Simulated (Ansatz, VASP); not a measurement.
One calculation of C, two programs

```
C
1.0
     0.00000    1.74932    1.74932
     1.74932    0.00000    1.74932
     1.74932    1.74932    0.00000
C
2
Cartesian
  0.0000 0.0000 0.0000
  0.8747 0.8747 0.8747
```

Alike in both runs: task single point; functional PBE; k mesh 10 × 10 × 10; no spin polarisation.

|  | VASP | Ansatz |
| --- | --- | --- |
| version | VASP 6.6.1 | Ansatz 0.2.0 |
| potentials or method | VASP PAW PBE potentials, release 64 (C) | plane waves, PAW |
| plane-wave cutoff (eV) | 520 | 420 |
| occupations | gaussian, width 0.01 eV | fixed |
| valence electrons in the cell | 8 | 8 |

```tsv
	VASP	Ansatz	Ansatz less VASP
gap on the k mesh at the Fermi level (eV)	4.29	4.30	+0.008
```
